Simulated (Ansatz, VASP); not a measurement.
## Fe: VASP beside Ansatz

```
Fe
1.0
     2.40329    0.00000    0.00000
    -1.20164    2.08131    0.00000
     0.00000    0.00000    8.25452
Fe
4
Direct
  0.00000 0.00000 0.00000
  0.00000 0.00000 0.50000
  0.33333 0.66667 0.25000
  0.66667 0.33333 0.75000
```

Alike in both runs: task single point; functional r2SCAN; k mesh 16 × 16 × 4; occupations fermi-dirac, width 0.05 eV; collinear spin.

|  | VASP | Ansatz |
| --- | --- | --- |
| version | VASP 6.6.1 | Ansatz 0.2.0 |
| potentials or method | VASP PAW PBE potentials, release 64 (Fe), cutoff 520 eV | plane waves (500 eV) with PAW, scalar-relativistic |
| valence electrons in the cell | 32 | 64 |

Ansatz gave:

- pressure (GPa): 20.4
- traceless stress, the component that is largest in VASP (GPa): -5.07
- net moment per atom (μB): 0.21
- size of the moment on the site where the two differ most (μB): 1.94

Q: Estimate VASP's values.

A: Pressure (GPa): 20.9; traceless stress, the component that is largest in VASP (GPa): -4.81; net moment per atom (μB): 0.20; size of the moment on the site where the two differ most (μB): 1.98.

VASP's potentials were made for PBE, not for r2SCAN. Site moments also hang on the region over which each program counts them. With one functional, cell and mesh, what is left measures potentials, basis and numerics. VASP's potentials hold 32 valence electrons a cell and Ansatz's 64, so a difference there can come from the potentials and not from the codes. Ansatz's warnings: stability check not made.
